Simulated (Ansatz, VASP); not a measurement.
# One calculation of RuSe, two programs

```
Ru Se
1.0
     0.00000    2.69549    2.69549
     2.69549    0.00000    2.69549
     2.69549    2.69549    0.00000
Ru Se
1 1
Cartesian
  0.0000 0.0000 0.0000
  1.3477 1.3477 1.3477
```

Alike in both runs: task single point; functional r2SCAN; k mesh 10 × 10 × 10; occupations gaussian, width 0.05 eV; no spin polarisation.

```csv
,VASP,Ansatz
version,VASP 6.6.1,Ansatz 0.2.0
potentials or method,"VASP PAW PBE potentials, release 64 (Ru_pv, Se), cutoff 520 eV","scalar-relativistic, plane waves, PAW"
valence electrons in the cell,20,32
```

VASP gave:

| Property | Result |
| --- | --- |
| gap on the k mesh at the Fermi level (eV) | none |
| pressure (GPa) | 5.9 |

**Question.** Which values does Ansatz return?

**Answer.** gap on the k mesh at the Fermi level (eV): none; pressure (GPa): 5.8.

VASP's potentials were made for PBE, not for r2SCAN. A gap of «none» marks a metal or a gap that the smearing closes. VASP's potentials hold 20 valence electrons a cell and Ansatz's 32, so a difference there can come from the potentials and not from the codes.
